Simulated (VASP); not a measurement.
Write the native input for VASP 6.6.1 that does the following.

```
Task                   : single point
Functional             : PBE
Potentials or basis    : VASP PAW PBE potentials, release 64 (Co, O)
Cutoff                 : 520 eV
k mesh                 : 14 × 14 × 14
Occupations            : gaussian, width 0.05 eV
Spin                   : no spin polarisation
Dipole correction      : no
Further INCAR settings : ALGO = Normal; EDIFF = 1e-06; NBANDS = 14
```

The structure of CoO lies in POSCAR:

```
CoO
1.0
    0.0000000000      2.0778836380      2.0778836380
    2.0778836380      0.0000000000      2.0778836380
    2.0778836380      2.0778836380      0.0000000000
Co O
1 1
Direct
    0.0000000000      0.0000000000      0.0000000000
    0.5000000000      0.5000000000      0.5000000000
```

This cell differs from its parent crystal: volume scaled by 1.040.

One way to write it, as run:

INCAR

```
ALGO = Normal
EDIFF = 1E-6
ENCUT = 520
GGA = PE
ISIF = 2
ISMEAR = 0
LASPH = T
LCHARG = F
LREAL = F
LWAVE = F
NBANDS = 14
NELM = 80
PREC = Accurate
SIGMA = 0.05
```

KPOINTS

```
k-points
0
Gamma
  14 14 14
```

Potentials or basis: VASP PAW PBE potentials, release 64 (Co, O).

The run is started by

```sh
$ cat potpaw_PBE.64/Co/POTCAR potpaw_PBE.64/O/POTCAR > POTCAR
$ mpirun -np 1 vasp_std > vasp.out
```

It gave:

```
Pressure : -7.9 GPa
```

Caveat: an odd number of electrons without spin polarisation forces a metal; a magnetic or distorted state may lie lower; the run has no spin polarisation, though such a crystal can be magnetic.

Run time: 13 s on 1 thread of Intel(R) Xeon(R) Platinum 8488C (Sapphire Rapids), with other jobs on the host, peak memory 0.16 GiB.
